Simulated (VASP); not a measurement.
A run of VASP 6.6.1 is set up as follows.

File INCAR:

```
PREC     = Accurate       # precision mode
ENCUT    = 500            # plane-wave cutoff, eV
EDIFF    = 1E-6           # SCF threshold, eV
ISMEAR   = 1              # smearing method
SIGMA    = 0.5            # smearing width, eV
LREAL    = F              # projectors in reciprocal space
LASPH    = T              # aspherical terms in the spheres
NELM     = 120            # most SCF steps
ALGO     = Normal         # electronic algorithm
ISIF     = 2              # what is computed and relaxed
LWAVE    = F              # write WAVECAR
LCHARG   = F              # write CHGCAR
GGA      = PE             # functional
NBANDS   = 15             # bands
GGA_COMPAT= F
```

KPOINTS

```
Automatic mesh
0
Gamma
  4 4 4
```

POSCAR

```
CsI
1.0
    4.6081405142      0.0000000000      0.0000000000
    0.0000000000      4.6081405142      0.0000000000
    0.0000000000      0.0000000000      4.6081405142
Cs I
1 1
Direct
    0.0000000000      0.0000000000      0.0000000000
    0.5000000000      0.5000000000      0.5000000000
```

Potentials or basis: VASP PAW PBE potentials, release 64 (Cs_sv, I).

Run with:

```bash
$ cat potpaw_PBE.64/Cs_sv/POTCAR potpaw_PBE.64/I/POTCAR > POTCAR
$ mpirun -np 1 vasp_std > vasp.out
```

(1) What does it give for the pressure?

(2) What does it give for the band gap on the k mesh?

Results:

(1) 0.4 GPa.

(2) 3.79 eV, indirect (least direct gap 3.88 eV).

Caveat: spin-orbit coupling is left out, which moves the levels of the heavy elements.
